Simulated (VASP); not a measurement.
# SnO2 in VASP: further runs, part 2 of 2

VASP 6.6.1.

### 3 Single point, PBE+D3(BJ)

File INCAR:

```
PREC = Accurate ; ENCUT = 520
EDIFF = 1E-7 ; ISMEAR = 0
SIGMA = 0.1 ; LREAL = False
LASPH = True ; NELM = 100
ALGO = Normal ; ISIF = 2
LWAVE = False ; LCHARG = False
LDIPOL = True ; IDIPOL = 3
DIPOL = 0.5 0.5 0.282 ; GGA = PE
IVDW = 12 ; NBANDS = 35
```

File KPOINTS:

```
regular mesh
0
Gamma
  14 14 1
```

File POSCAR:

```
SnO2
1.0
    2.8139232088      0.0000000000      0.0000000000
    0.0000000000      2.8139232088      0.0000000000
    0.0000000000      0.0000000000     37.2423195897
Sn O
2 4
Direct
    0.0000000000      0.0000000000      0.2243177983
    0.5000000000      0.5000000000      0.3395568537
    0.5000000000      0.5000000000      0.2557109974
    0.5000000000      0.5000000000      0.1921529895
    0.0000000000      0.0000000000      0.3717216626
    0.0000000000      0.0000000000      0.3081636546
```

Potentials or basis: VASP PAW PBE potentials, release 64 (Sn_d, O).

Command:

```
$ cat potpaw_PBE.64/Sn_d/POTCAR potpaw_PBE.64/O/POTCAR > POTCAR
$ mpirun -np 1 vasp_std > vasp.out
```

OUTCAR:

```text
PREC = Accurate
   ENCUT = 520
   EDIFF = 1E-7
   ISMEAR = 0
   LREAL = False
   LASPH = True
   NELM = 100
   ISIF = 2
   GGA = PE
   IVDW = 12
 IVDW          = 12

 ion  position               nearest neighbor table
   1  0.000  0.000  0.224-   3 2.31   3 2.31   3 2.31   3 2.31   4 2.32   4 2.32   4 2.32   4 2.32

   2  0.500  0.500  0.340-   6 2.31   6 2.31   6 2.31   6 2.31   5 2.32   5 2.32   5 2.32   5 2.32

   3  0.500  0.500  0.256-   1 2.31   1 2.31   1 2.31   1 2.31
   4  0.500  0.500  0.192-   1 2.32   1 2.32   1 2.32   1 2.32
   5  0.000  0.000  0.372-   2 2.32   2 2.32   2 2.32   2 2.32
   6  0.000  0.000  0.308-   2 2.31   2 2.31   2 2.31   2 2.31

  LATTYP: Found a simple tetragonal cell.
 ALAT       =     2.8139232088
 C/A-ratio  =    13.2350163193

  Lattice vectors:

 A1 = (   2.8139232088,   0.0000000000,   0.0000000000)
 A2 = (   0.0000000000,   2.8139232088,   0.0000000000)
 A3 = (   0.0000000000,   0.0000000000,  37.2423195897)

Analysis of symmetry for initial positions (statically):
=====================================================================
 Subroutine PRICEL returns:
 Original cell was already a primitive cell.

 Routine SETGRP: Setting up the symmetry group for a
 simple tetragonal supercell.

 Subroutine GETGRP returns: Found 16 space group operations
 (whereof  8 operations were pure point group operations)
 out of a pool of 16 trial point group operations.

The static configuration has the point symmetry C_4v.
 The point group associated with its full space group is D_4h.

Analysis of symmetry for dynamics (positions and initial velocities):
=====================================================================
 Subroutine PRICEL returns:
 Original cell was already a primitive cell.

 Routine SETGRP: Setting up the symmetry group for a
 simple tetragonal supercell.

 Subroutine GETGRP returns: Found 16 space group operations
 (whereof  8 operations were pure point group operations)
 out of a pool of 16 trial point group operations.

The dynamic configuration has the point symmetry C_4v.
 The point group associated with its full space group is D_4h.

 Subroutine INISYM returns: Found 16 space group operations
 (whereof  8 operations are pure point group operations),
 and found     1 'primitive' translations

----------------------------------------------------------------------------------------

                                     Primitive cell

  volume of cell :     294.8908

  direct lattice vectors                    reciprocal lattice vectors
     2.813923209  0.000000000  0.000000000     0.355375725  0.000000000  0.000000000
     0.000000000  2.813923209  0.000000000     0.000000000  0.355375725  0.000000000
     0.000000000  0.000000000 37.242319590     0.000000000  0.000000000  0.026851174

  length of vectors
     2.813923209  2.813923209 37.242319590     0.355375725  0.355375725  0.026851174

  position of ions in fractional coordinates (direct lattice)
     0.000000000  0.000000000  0.224317798
     0.500000000  0.500000000  0.339556854
     0.500000000  0.500000000  0.255710997
     0.500000000  0.500000000  0.192152990
     0.000000000  0.000000000  0.371721663
     0.000000000  0.000000000  0.308163655

  ion indices of the primitive-cell ions
   primitive index   ion index
                 1           1
                 2           2
                 3           3
[... 59 lines left out ...]
   total plane-waves  NPLWV = 161280
   dimension x,y,z NGX =    24 NGY =   24 NGZ =  280
   dimension x,y,z NGXF=    48 NGYF=   48 NGZF=  560
   ions per type =               2   4
   NGX,Y,Z   is equivalent  to a cutoff of  14.18, 14.18, 12.50 a.u.
   NGXF,Y,Z  is equivalent  to a cutoff of  28.36, 28.36, 25.00 a.u.
 SYSTEM =  unknown system
   PREC   = accura    normal or accurate (medium, high low for compatibility)
   ISTART =      0    job   : 0-new  1-cont  2-samecut
   ICHARG =      2    charge: 1-file 2-atom 10-const
   ISPIN  =      1    spin polarized calculation?
   LNONCOLLINEAR =      F non collinear calculations
   LSORBIT =      F    spin-orbit coupling
   LASPH  =      T    aspherical Exc in radial PAW
   ENCUT  =  520.0 eV  38.22 Ry    6.18 a.u.   5.23  5.23 69.25*2*pi/ulx,y,z
   NELM   =    100;   NELMIN=  2; NELMDL= -5     # of ELM steps
   EDIFF  = 0.1E-06   stopping-criterion for ELM
   LREAL  =      F    real-space projection
   EDIFFG = 0.1E-05   stopping-criterion for IOM
   NSW    =      0    number of steps for IOM
   IBRION =     -1    ionic relax: 0-MD 1-quasi-New 2-CG
   NFREE  =      0    steps in history (QN), initial steepest desc. (CG)
   ISIF   =      2    stress and relaxation
   ISYM   =      2    0-nonsym 1-usesym 2-fastsym
   POTIM  = 0.5000    time-step for ionic-motion
   TEBEG  =    0.0;   TEEND  =   0.0 temperature during run
   PSTRESS=    0.0 pullay stress
   NELECT =      52.0000    total number of electrons
   NUPDOWN=      -1.0000    fix difference up-down
   EMIN   =  10.00;   EMAX   =-10.00  energy-range for DOS
   EFERMI =   0.00;   METHOD = LEGACY
   ISMEAR =     0;   SIGMA  =   0.10  broadening in eV -4-tet -1-fermi 0-gaus
   EFERMI_NEDOS =   21; number of points for ismear=-14 and -15
   IALGO  =     38    algorithm
   IMIX   =      4    mixing-type and parameters
     AMIX     =   0.40;   BMIX     =  1.00
     AMIX_MAG =   1.60;   BMIX_MAG =  1.00
  volume/ion in A,a.u.               =      49.15       331.67
  Fermi-wavevector in a.u.,A,eV,Ry     =   0.918027  1.734820 11.466635  0.842774
  Thomas-Fermi vector in A             =   2.043063
   LORBIT       =      0    0 simple, 1 ext, 2 COOP (PROOUT), +10 PAW based schemes
   GGA     = PE    functional components
   LHFCALC =     F    Hartree Fock is set to
   AEXX    =    0.0000 exact exchange contribution
   IVDW    =    12    specifies the selected vdW correction
   LEPSILON=     F    determine dielectric tensor
   LRPA    =     F    only Hartree local field effects (RPA)
 non-spin polarized calculation
 Gauss-broadening in eV      SIGMA  =   0.10
  energy-cutoff  :      520.00
  volume of cell :      294.89
 maximum number of plane-waves:      8040
 NGX is ok and might be reduce to    24
   NGX = 11   NGY = 11   NGZ =139

 dipolmoment           0.000000      0.000000     -0.000002 electrons x Angstroem

 number of electron      52.0000012 magnetization

 dipolmoment           0.000000      0.000000      0.000001 electrons x Angstroem

 Free energy of the ion-electron system (eV)
  ---------------------------------------------------
  ext. energy  EPLUGINS =         0.00000000
  ---------------------------------------------------
  free energy    TOTEN  =       -30.11489006 eV

  energy without entropy =      -30.10057547  energy(sigma->0) =      -30.10773277

 E-fermi :  -4.3767     XC(G=0):  -3.0538

 val. band max:       -4.4041890691   @ k =   0.5000   0.5000   0.0000
 cond. band min:      -4.3606083072   @ k =   0.5000   0.4286   0.0000
 fundamental gap:      0.0435807619
 Fermi energy:        -4.3766995451

 k-point     1 :       0.0000    0.0000    0.0000
  band No.  band energies     occupation
      1     -26.4924      2.00000
      2     -26.4922      2.00000
      3     -26.1995      2.00000
      4     -26.1950      2.00000
      5     -25.7478      2.00000
      6     -25.7478      2.00000
[... 901 lines left out ...]
     34       3.8436      0.00000
     35       6.2238      0.00000

 [... further k-points ...]

------------------------ aborting loop because EDIFF is reached ----------------------------------------

 vacuum level on the upper side and lower side of the slab       (xc-potential included)        -0.006        -0.006

 Edisp (eV)   -1.06417

 E8    (eV) :    -0.4382

  FORCE on cell =-STRESS in cart. coord.  units (eV):
  Direction    XX          YY          ZZ          XY          YZ          ZX
  --------------------------------------------------------------------------------------
  -------------------------------------------------------------------------------------
  Total       0.25915     0.25915     0.02099     0.00000     0.00000    -0.00000
  in kB       1.40801     1.40801     0.11403     0.00000     0.00000    -0.00000
  external pressure =        0.98 kB  Pullay stress =        0.00 kB

 VOLUME and BASIS-vectors are now :
 -----------------------------------------------------------------------------
  energy-cutoff  :      520.00
  volume of cell :      294.89
      direct lattice vectors                 reciprocal lattice vectors
     2.813923209  0.000000000  0.000000000     0.355375725  0.000000000  0.000000000
     0.000000000  2.813923209  0.000000000     0.000000000  0.355375725  0.000000000
     0.000000000  0.000000000 37.242319590     0.000000000  0.000000000  0.026851174

 POSITION                                       TOTAL-FORCE (eV/Angst)
 -----------------------------------------------------------------------------------
      0.00000      0.00000      8.35412         0.000000      0.000000     -0.003416
      1.40696      1.40696     12.64588         0.000000     -0.000000      0.003416
      1.40696      1.40696      9.52327         0.000000      0.000000      0.037208
      1.40696      1.40696      7.15622         0.000000     -0.000000     -0.029438
      0.00000      0.00000     13.84378         0.000000      0.000000      0.029438
      0.00000      0.00000     11.47673         0.000000      0.000000     -0.037208
 -----------------------------------------------------------------------------------
    total drift:                                0.000000      0.000000     -0.000051

  FREE ENERGIE OF THE ION-ELECTRON SYSTEM (eV)
  ---------------------------------------------------
  free  energy   TOTEN  =       -31.1790591203 eV

  energy  without entropy=      -31.1647445310  energy(sigma->0) =      -31.17190183

 vacuum level on the upper side and lower side of the slab         3.546         3.546
```

Wall time 6.1 min (1 thread of AMD EPYC 9R45 (Zen 5), shared host); peak memory 0.56 GiB.

Results:

```yaml
Free_energy: -31.1791 eV
Largest_force: 0.037 eV/Å
Band_gap_on_the_k_mesh: zero (band 26 reaches -4.46 eV, above the bottom of band 27 at -4.67 eV)
Dispersion_energy_per_atom: -0.177 eV
```

Forces in eV/Å, atoms in the order of the input:
```
Sn   0.000  0.000 -0.003
Sn   0.000  0.000  0.003
O    0.000  0.000  0.037
O    0.000  0.000 -0.029
O    0.000  0.000  0.029
O    0.000  0.000 -0.037
```

Caveat: spin-orbit coupling is left out, which moves the levels of the heavy elements.

### 4 Single point, PBE+D3(BJ)

This run uses another cell than the first one, of 47.18 Å³/atom, 0.960 times its volume.

File INCAR:

```
SYSTEM = SnO2
  PREC = Accurate
  ENCUT = 520
  EDIFF = 1E-6
  ISMEAR = 0
  SIGMA = 0.1
  LREAL = .False.
  LASPH = .True.
  NELM = 100
  ALGO = Normal
  ISIF = 2
  LWAVE = .False.
  LCHARG = .True.
  LDIPOL = .True.
  IDIPOL = 3
  DIPOL = 0.5 0.5 0.293
  GGA = PE
  IVDW = 12
  LELF = .True.
  LVHAR = .True.
  LVACPOTAV = .True.
  NBANDS = 35
```

File KPOINTS:

```
Automatic mesh
0
Gamma
  14 14 1
  0 0 0
```

File POSCAR:

```
SnO2
1.0
    2.8115936620      0.0000000000      0.0000000000
    0.0000000000      2.8115936620      0.0000000000
    0.0000000000      0.0000000000     35.8088004400
Sn O
2 4
Direct
    0.0000000000      0.0000000000      0.2326850724
    0.5000000000      0.5000000000      0.3537629444
    0.5000000000      0.5000000000      0.2654757472
    0.5000000000      0.5000000000      0.1993761314
    0.0000000000      0.0000000000      0.3870718853
    0.0000000000      0.0000000000      0.3209722696
```

Potentials or basis: VASP PAW PBE potentials, release 64 (Sn_d, O).

Command:

```
$ cat potpaw_PBE.64/Sn_d/POTCAR potpaw_PBE.64/O/POTCAR > POTCAR
$ mpirun -np 1 vasp_std > vasp.out
```

OUTCAR:

```text
SYSTEM = SnO2
   PREC = Accurate
   ENCUT = 520
   EDIFF = 1E-6
   ISMEAR = 0
   LREAL = .False.
   LASPH = .True.
   NELM = 100
   ISIF = 2
   GGA = PE
   IVDW = 12
 IVDW          = 12

 ion  position               nearest neighbor table
   1  0.000  0.000  0.233-   3 2.31   3 2.31   3 2.31   3 2.31   4 2.32   4 2.32   4 2.32   4 2.32

   2  0.500  0.500  0.354-   6 2.31   6 2.31   6 2.31   6 2.31   5 2.32   5 2.32   5 2.32   5 2.32

   3  0.500  0.500  0.265-   1 2.31   1 2.31   1 2.31   1 2.31
   4  0.500  0.500  0.199-   1 2.32   1 2.32   1 2.32   1 2.32
   5  0.000  0.000  0.387-   2 2.32   2 2.32   2 2.32   2 2.32
   6  0.000  0.000  0.321-   2 2.31   2 2.31   2 2.31   2 2.31

  LATTYP: Found a simple tetragonal cell.
 ALAT       =     2.8115936620
 C/A-ratio  =    12.7361221943

  Lattice vectors:

 A1 = (   2.8115936620,   0.0000000000,   0.0000000000)
 A2 = (   0.0000000000,   2.8115936620,   0.0000000000)
 A3 = (   0.0000000000,   0.0000000000,  35.8088004400)

Analysis of symmetry for initial positions (statically):
=====================================================================
 Subroutine PRICEL returns:
[... 196 lines left out ...]
      2     -26.3302      2.00000
      3     -26.0361      2.00000
      4     -26.0322      2.00000
      5     -25.5810      2.00000
      6     -25.5810      2.00000
[... 901 lines left out ...]
     34       4.0165      0.00000
     35       6.3729      0.00000

 [... further k-points ...]

------------------------ aborting loop because EDIFF is reached ----------------------------------------

 vacuum level on the upper side and lower side of the slab       (xc-potential included)        -0.132        -0.133

 Edisp (eV)   -1.05934

 E8    (eV) :    -0.4359

  FORCE on cell =-STRESS in cart. coord.  units (eV):
  Direction    XX          YY          ZZ          XY          YZ          ZX
  --------------------------------------------------------------------------------------
  -------------------------------------------------------------------------------------
  Total       0.32973     0.32973     0.08625     0.00000     0.00000     0.00000
  in kB       1.86628     1.86628     0.48819     0.00000     0.00000     0.00000
  external pressure =        1.41 kB  Pullay stress =        0.00 kB

 VOLUME and BASIS-vectors are now :
 -----------------------------------------------------------------------------
  energy-cutoff  :      520.00
  volume of cell :      283.07
      direct lattice vectors                 reciprocal lattice vectors
     2.811593662  0.000000000  0.000000000     0.355670172  0.000000000  0.000000000
     0.000000000  2.811593662  0.000000000     0.000000000  0.355670172  0.000000000
     0.000000000  0.000000000 35.808800440     0.000000000  0.000000000  0.027926096

 POSITION                                       TOTAL-FORCE (eV/Angst)
 -----------------------------------------------------------------------------------
      0.00000      0.00000      8.33217         0.000000      0.000000      0.070942
      1.40580      1.40580     12.66783        -0.000000     -0.000000     -0.070942
      1.40580      1.40580      9.50637         0.000000      0.000000      0.031479
      1.40580      1.40580      7.13942        -0.000000     -0.000000     -0.085153
      0.00000      0.00000     13.86058         0.000000      0.000000      0.085153
      0.00000      0.00000     11.49363         0.000000      0.000000     -0.031479
 -----------------------------------------------------------------------------------
    total drift:                                0.000000      0.000000     -0.000082

  FREE ENERGIE OF THE ION-ELECTRON SYSTEM (eV)
  ---------------------------------------------------
  free  energy   TOTEN  =       -31.1777121213 eV

  energy  without entropy=      -31.1628846808  energy(sigma->0) =      -31.17029840

 vacuum level on the upper side and lower side of the slab         3.694         3.694
```

stdout:

```text
POSCAR found type information on POSCAR SnO
 POSCAR found :  2 types and       6 ions
 scaLAPACK will be used
 LDA part: xc-table for (Slater+PW92), standard interpolation
 POSCAR, INCAR and KPOINTS ok, starting setup
 FFT: planning ... GRIDC
 FFT: planning ... GRID_SOFT
 FFT: planning ... GRID
 WAVECAR not read
 entering main loop
```

Wall time 6.2 min (1 thread of AMD EPYC 9R45 (Zen 5), shared host); peak memory 0.55 GiB.

Results:

```yaml
Free_energy: -31.1777 eV
Largest_force: 0.085 eV/Å
Band_gap_on_the_k_mesh: zero (band 26 reaches -4.29 eV, above the bottom of band 27 at -4.51 eV)
Dispersion_energy_per_atom: -0.177 eV
Work_function_of_the_upper_face: 7.91 eV
Work_function_of_the_lower_face: 7.91 eV
```

Forces in eV/Å, atoms in the order of the input:
```
Sn   0.000  0.000  0.071
Sn   0.000  0.000 -0.071
O    0.000  0.000  0.031
O    0.000  0.000 -0.085
O    0.000  0.000  0.085
O    0.000  0.000 -0.031
```

Caveat: spin-orbit coupling is left out, which moves the levels of the heavy elements.
